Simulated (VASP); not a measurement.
A run of VASP 6.6.1 is set up as follows.

File INCAR:

```
PREC = Accurate
ENCUT = 600
EDIFF = 1E-6
ISMEAR = 0
SIGMA = 0.01
LREAL = F
LASPH = T
NELM = 120
ALGO = Normal
ISIF = 2
LWAVE = F
LCHARG = F
NBANDS = 11
GGA_COMPAT = F
```

KPOINTS

```
regular mesh
0
Gamma
  8 8 8
```

The input POSCAR:

```
MgSe
1.0
    2.6494315680      2.6494315680      0.0000000000
   -2.6494315680      2.6494315680      0.0000000000
    0.0000000000      2.6494315680      2.6494315680
Mg Se
1 1
Direct
    0.0000000000      0.0000000000      0.0000000000
    0.5000000000      0.5000000000      0.0000000000
```

Potentials or basis: VASP PAW LDA potentials, release 64 (Mg, Se).

Launch:

```console
$ cat potpaw_LDA.64/Mg/POTCAR potpaw_LDA.64/Se/POTCAR > POTCAR
$ mpirun -np 1 vasp_std > vasp.out
```

Q: Predict the pressure.

A: 3.7 GPa.

Q: Predict the band gap on the k mesh.

A: 1.79 eV, indirect (least direct gap 3.00 eV).

A k mesh can miss the band edges. As with any semilocal functional, this LDA gap is likely too small.
